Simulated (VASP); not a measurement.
# GaSb3 (Fm-3m) in VASP: a series of runs

GaSb3 is run at these levels: LDA; tasks: single point.

Program: VASP 6.6.1. These are calculated values, not measurements. Logs are shortened: lines on timing, memory, paths and dates and some standing lists are left out, and cuts for length are marked.

### 1 The cell of the first run

The structure is cubic, space group Fm-3m (No. 225). The conventional cell has a = 7.309 Å, b = 7.309 Å, c = 7.309 Å, α = 90.00°, β = 90.00°, γ = 90.00°. Within 4.2 Å of Sb (site symmetry m-3m) lie 8 Sb at 3.16 Å and 6 Ga at 3.65 Å. Sb (site symmetry -43m) has 10 Sb at 3.16 to 3.65 Å and 4 Ga at 3.16 Å within 4.2 Å. Ga (site symmetry m-3m) has 14 Sb at 3.16 to 3.65 Å within 4.2 Å.

### 2 Single point, LDA (volume scaled by 0.94)

File INCAR:

```
ALGO = Normal
EDIFF = 1E-7
ENCUT = 520
GGA = CA
ISIF = 2
ISMEAR = -1
LASPH = T
LCHARG = T
LELF = T
LREAL = F
LVHAR = T
LWAVE = F
NBANDS = 22
NELM = 100
PREC = Accurate
SIGMA = 0.05
```

File KPOINTS:

```
k-points
0
Gamma
  6 6 6
```

File POSCAR:

```
GaSb3
1.0
    0.0000000000      3.6544390392      3.6544390392
    3.6544390392      0.0000000000      3.6544390392
    3.6544390392      3.6544390392      0.0000000000
Sb Ga
3 1
Direct
    0.5000000000      0.5000000000      0.5000000000
    0.7500000000      0.7500000000      0.7500000000
    0.2500000000      0.2500000000      0.2500000000
    0.0000000000      0.0000000000      0.0000000000
```

Potentials or basis: VASP PAW LDA potentials, release 64 (Sb, Ga_d).

Started as:

```sh
$ cat potpaw_LDA.64/Sb/POTCAR potpaw_LDA.64/Ga_d/POTCAR > POTCAR
$ mpirun -np 1 vasp_std > vasp.out
```

OUTCAR:

```text
EDIFF = 1E-7
   ENCUT = 520
   GGA = CA
   ISIF = 2
   ISMEAR = -1
   LASPH = T
   LREAL = F
   NELM = 100
   PREC = Accurate

 ion  position               nearest neighbor table
   1  0.500  0.500  0.500-   3 3.16   3 3.16   3 3.16   2 3.16   3 3.16   2 3.16   2 3.16   2 3.16

   2  0.750  0.750  0.750-   1 3.16   1 3.16   1 3.16   1 3.16   4 3.16   4 3.16   4 3.16   4 3.16
                             3 3.65   3 3.65   3 3.65   3 3.65   3 3.65   3 3.65
   3  0.250  0.250  0.250-   4 3.16   4 3.16   4 3.16   1 3.16   4 3.16   1 3.16   1 3.16   1 3.16
                             2 3.65   2 3.65   2 3.65   2 3.65   2 3.65   2 3.65
   4  0.000  0.000  0.000-   2 3.16   2 3.16   2 3.16   2 3.16   3 3.16   3 3.16   3 3.16   3 3.16

  LATTYP: Found a face centered cubic cell.
 ALAT       =     7.3088780784

  Lattice vectors:

 A1 = (   0.0000000000,   3.6544390392,   3.6544390392)
 A2 = (   3.6544390392,   0.0000000000,   3.6544390392)
 A3 = (   3.6544390392,   3.6544390392,   0.0000000000)

Analysis of symmetry for initial positions (statically):
=====================================================================
 Subroutine PRICEL returns:
 Original cell was already a primitive cell.

 Routine SETGRP: Setting up the symmetry group for a
 face centered cubic supercell.

 Subroutine GETGRP returns: Found 48 space group operations
 (whereof 48 operations were pure point group operations)
 out of a pool of 48 trial point group operations.

The static configuration has the point symmetry O_h .

Analysis of symmetry for dynamics (positions and initial velocities):
=====================================================================
 Subroutine PRICEL returns:
 Original cell was already a primitive cell.

 Routine SETGRP: Setting up the symmetry group for a
 face centered cubic supercell.

 Subroutine GETGRP returns: Found 48 space group operations
 (whereof 48 operations were pure point group operations)
 out of a pool of 48 trial point group operations.

The dynamic configuration has the point symmetry O_h .

 Subroutine INISYM returns: Found 48 space group operations
 (whereof 48 operations are pure point group operations),
 and found     1 'primitive' translations

----------------------------------------------------------------------------------------

                                     Primitive cell

  volume of cell :      97.6095

  direct lattice vectors                    reciprocal lattice vectors
     0.000000000  3.654439039  3.654439039    -0.136819904  0.136819904  0.136819904
[... 82 lines left out ...]
   LREAL  =      F    real-space projection
   EDIFFG = 0.1E-05   stopping-criterion for IOM
   NSW    =      0    number of steps for IOM
   IBRION =     -1    ionic relax: 0-MD 1-quasi-New 2-CG
   NFREE  =      0    steps in history (QN), initial steepest desc. (CG)
   ISIF   =      2    stress and relaxation
   ISYM   =      2    0-nonsym 1-usesym 2-fastsym
   POTIM  = 0.5000    time-step for ionic-motion
   TEBEG  =    0.0;   TEEND  =   0.0 temperature during run
   PSTRESS=    0.0 pullay stress
   NELECT =      28.0000    total number of electrons
   NUPDOWN=      -1.0000    fix difference up-down
   EMIN   =  10.00;   EMAX   =-10.00  energy-range for DOS
   EFERMI =   0.00;   METHOD = LEGACY
   ISMEAR =    -1;   SIGMA  =   0.05  broadening in eV -4-tet -1-fermi 0-gaus
   EFERMI_NEDOS =   21; number of points for ismear=-14 and -15
   IALGO  =     38    algorithm
   IMIX   =      4    mixing-type and parameters
     AMIX     =   0.40;   BMIX     =  1.00
     AMIX_MAG =   1.60;   BMIX_MAG =  1.00
  volume/ion in A,a.u.               =      24.40       164.68
  Fermi-wavevector in a.u.,A,eV,Ry     =   1.079684  2.040307 15.860559  1.165718
  Thomas-Fermi vector in A             =   2.215656
   LORBIT       =      0    0 simple, 1 ext, 2 COOP (PROOUT), +10 PAW based schemes
   GGA     = CA    functional components
   LHFCALC =     F    Hartree Fock is set to
   AEXX    =    0.0000 exact exchange contribution
   IVDW    =     0    specifies the selected vdW correction
   LEPSILON=     F    determine dielectric tensor
   LRPA    =     F    only Hartree local field effects (RPA)
 non-spin polarized calculation
  energy-cutoff  :      520.00
  volume of cell :       97.61
 maximum number of plane-waves:      2685
 NGX is ok and might be reduce to    40
   NGX = 19   NGY = 19   NGZ = 19

 number of electron      27.9999995 magnetization

 Free energy of the ion-electron system (eV)
  ---------------------------------------------------
  ext. energy  EPLUGINS =         0.00000000
  ---------------------------------------------------
  free energy    TOTEN  =       -17.22068333 eV

  energy without entropy =      -17.18538470  energy(sigma->0) =      -17.20303402

 E-fermi :   8.2064     XC(G=0): -10.6395

 val. band max:        8.1357343143   @ k =  -0.3333   0.3333   0.1667
 cond. band min:       8.2236243648   @ k =   0.3333   0.1667   0.0000
 fundamental gap:      0.0878900505
 Fermi energy:         8.2064128129

 k-point     1 :       0.0000    0.0000    0.0000
  band No.  band energies     occupation
      1      -6.9201      2.00000
      2      -6.9201      2.00000
      3      -6.9201      2.00000
      4      -6.9045      2.00000
      5      -6.9045      2.00000
      6      -4.8422      2.00000
[... 389 lines left out ...]
     21      12.5223      0.00000
     22      15.2888      0.00000

------------------------ aborting loop because EDIFF is reached ----------------------------------------

  FORCE on cell =-STRESS in cart. coord.  units (eV):
  Direction    XX          YY          ZZ          XY          YZ          ZX
  --------------------------------------------------------------------------------------
  -------------------------------------------------------------------------------------
  Total       -0.9377471     -0.9377471     -0.9377471      0.0000000      0.0000000      0.0000000
  in kB      -15.3923227    -15.3923227    -15.3923227      0.0000000      0.0000000      0.0000000
  external PRESSURE =     -15.3923227 kB  Pullay stress =       0.0000000 kB

 VOLUME and BASIS-vectors are now :
 -----------------------------------------------------------------------------
  energy-cutoff  :      520.00
  volume of cell :       97.61
      direct lattice vectors                 reciprocal lattice vectors
     0.000000000  3.654439039  3.654439039    -0.136819904  0.136819904  0.136819904
     3.654439039  0.000000000  3.654439039     0.136819904 -0.136819904  0.136819904
     3.654439039  3.654439039  0.000000000     0.136819904  0.136819904 -0.136819904

 POSITION                                       TOTAL-FORCE (eV/Angst)
 -----------------------------------------------------------------------------------
      3.65444      3.65444      3.65444         0.000000      0.000000      0.000000
      5.48166      5.48166      5.48166         0.000000      0.000000      0.000000
      1.82722      1.82722      1.82722        -0.000000     -0.000000     -0.000000
      0.00000      0.00000      0.00000         0.000000      0.000000      0.000000
 -----------------------------------------------------------------------------------
    total drift:                               -0.000000      0.000000      0.000000

  FREE ENERGIE OF THE ION-ELECTRON SYSTEM (eV)
  ---------------------------------------------------
  free  energy   TOTEN  =       -17.2206833342 eV

  energy  without entropy=      -17.1853846995  energy(sigma->0) =      -17.20303402
```

It took 37 s on 1 thread of Intel Xeon 6975P-C, shared host; peak memory 0.21 GiB.

What came out:

```
Free energy            : -17.2207 eV
Pressure               : -1.5 GPa
Band gap on the k mesh : zero (band 14 reaches 9.42 eV, above the bottom of band 15 at 5.53 eV)
```

Caveat: spin-orbit coupling is left out, which moves the levels of the heavy elements.

### 3 Single point, LDA (volume scaled by 0.96)

File INCAR:

```
PREC = Accurate ; ENCUT = 520
EDIFF = 1E-6 ; ISMEAR = -1
SIGMA = 0.05 ; LREAL = F
LASPH = T ; NELM = 80
ALGO = Normal ; ISIF = 2
LWAVE = F ; LCHARG = F
NBANDS = 22
```

File KPOINTS:

```
regular mesh
0
Gamma
  6 6 6
```

File POSCAR:

```
GaSb3
1.0
    0.0000000000      3.6801753734      3.6801753734
    3.6801753734      0.0000000000      3.6801753734
    3.6801753734      3.6801753734      0.0000000000
Sb Ga
3 1
Direct
    0.5000000000      0.5000000000      0.5000000000
    0.7500000000      0.7500000000      0.7500000000
    0.2500000000      0.2500000000      0.2500000000
    0.0000000000      0.0000000000      0.0000000000
```

Potentials or basis: VASP PAW LDA potentials, release 64 (Sb, Ga_d).

Started as:

```sh
$ cat potpaw_LDA.64/Sb/POTCAR potpaw_LDA.64/Ga_d/POTCAR > POTCAR
$ mpirun -np 1 vasp_std > vasp.out
```

Wall time 34 s (1 thread of Intel Xeon 6975P-C, shared host); peak memory 0.21 GiB.

The run converged. Its results:

```
Free energy            : -17.1938 eV
Pressure               : -2.6 GPa
Band gap on the k mesh : zero (band 14 reaches 9.12 eV, above the bottom of band 15 at 5.32 eV)
```

Levels at points of the mesh, in eV from the Fermi level:
| k point | band 11 | band 12 | band 13 | band 14 | band 15 | band 16 | band 17 | band 18 |
| --- | --- | --- | --- | --- | --- | --- | --- | --- |
| (0.00, 0.00, 0.00) | -2.78 | -2.78 | -2.62 | -2.62 | -2.62 | -0.89 | -0.89 | -0.89 |
| (0.50, 0.00, 0.00) | -3.80 | -2.85 | -2.85 | -0.48 | -0.12 | 1.99 | 1.99 | 2.86 |
| (0.50, 0.50, 0.00) | -5.49 | 0.59 | 0.91 | 0.97 | 0.97 | 1.79 | 1.79 | 2.00 |

Caveat: spin-orbit coupling is left out, which moves the levels of the heavy elements.
